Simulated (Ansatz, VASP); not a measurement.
One calculation of Hf, two programs

File INCAR:

```
SYSTEM = Hf
  PREC = Accurate
  ENCUT = 520
  EDIFF = 1E-7
  ISMEAR = 0
  SIGMA = 0.15
  LREAL = .FALSE.
  LASPH = .TRUE.
  NELM = 100
  ALGO = Fast
  ISIF = 2
  LWAVE = .FALSE.
  LCHARG = .FALSE.
  GGA = PE
  NBANDS = 11
```

KPOINTS

```
regular mesh
0
G
  18 18 18
  0 0 0
```

POSCAR

```
Hf
1.0
    0.0000000000      2.2200000000      2.0424000000
    2.2200000000      0.0000000000      2.0424000000
    2.2200000000      2.2200000000      0.0000000000
Hf
1
Direct
    0.0000000000      0.0000000000      0.0000000000
```

Input for Ansatz:

```yaml
crystal:
  lattice:
    - [0.0, 2.22, 2.0424]
    - [2.22, 0.0, 2.0424]
    - [2.22, 2.22, 0.0]
  atoms:
    - { symbol: Hf, position: [0.0, 0.0, 0.0] }
basis:
  ecutwfc: 420
kpoints:
  mp_grid: { grid: [18, 18, 18] }
hamiltonian:
  xc: pbe
scf:
  occupations: { method: gaussian, width: 0.15 }
output:
  forces: true
  stress: true
  eigenvalues: true
```

Change from the starting cell: strain +0.000 along x and y, -0.080 along z, atoms carried along.

Alike in both runs: task single point; functional PBE; k mesh 18 × 18 × 18; occupations gaussian, width 0.15 eV; no spin polarisation.

```csv
,VASP,Ansatz
version,VASP 6.6.1,Ansatz 0.2.0
potentials or method,"VASP PAW PBE potentials, release 64 (Hf_pv), cutoff 520 eV","scalar-relativistic, plane waves, PAW"
valence electrons in the cell,10,26
```

VASP gave:

| Property | Result |
| --- | --- |
| gap on the k mesh at the Fermi level (eV) | none |
| pressure (GPa) | 13.4 |
| traceless stress, the component that is largest in VASP (GPa) | 2.65 |

Problem. Estimate Ansatz's values.

Solution. gap on the k mesh at the Fermi level (eV): none; pressure (GPa): 13.8; traceless stress, the component that is largest in VASP (GPa): 2.60.

A gap of «none» marks a metal or a gap that the smearing closes. With one functional, cell and mesh, what is left measures potentials, basis and numerics. VASP's potentials hold 10 valence electrons a cell and Ansatz's 26, so a difference there can come from the potentials and not from the codes.

Neither program's run includes spin-orbit coupling.
